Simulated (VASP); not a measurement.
SrLiH3, 5 atoms in the cell. Symmetry: P4/mmm, No. 123, tetragonal system. The conventional cell has a = 4.747 Å, b = 4.747 Å, c = 4.515 Å, α = 90.00°, β = 90.00°, γ = 90.00°. Within 4.3 Å of Li (site symmetry 4/mmm) lie 12 H at 3.28 to 3.36 Å and 8 Sr at 4.04 Å. Within 3.0 Å of Sr (site symmetry 4/mmm) lie 6 H at 2.26 to 2.37 Å. H (site symmetry mmm) has 2 Sr at 2.37 Å within 3.1 Å. H (site symmetry 4/mmm) has 2 Sr at 2.26 Å within 3.0 Å.  This cell differs from its parent crystal: strain +0.025 along x and y, -0.025 along z.

- Program: VASP 6.6.1
- Task: single point
- Functional: PBE
- Potentials or basis: VASP PAW PBE potentials, release 64 (Li_sv, Sr_sv, H)
- Cutoff: 520 eV
- k mesh: 6 × 6 × 6
- Occupations: gaussian, width 0.05 eV
- Spin: no spin polarisation
- Dipole correction: no
- Further INCAR settings: ALGO = Normal; EDIFF = 1e-07; NBANDS = 16

Potentials or basis: VASP PAW PBE potentials, release 64 (Li_sv, Sr_sv, H).

The run is started by

```bash
$ cat potpaw_PBE.64/Li_sv/POTCAR potpaw_PBE.64/Sr_sv/POTCAR potpaw_PBE.64/H/POTCAR > POTCAR
$ mpirun -np 1 vasp_std > vasp.out
```

Hardware: 1 thread of Intel(R) Xeon(R) 6975P-C (Granite Rapids), with other jobs on the host.

Task: Estimate the wall time of this run.

Result: Wall time 24 s on 1 thread of Intel(R) Xeon(R) 6975P-C (Granite Rapids) (shared host), peak memory 0.24 GiB. Counts: scf iterations 16, k points 40.
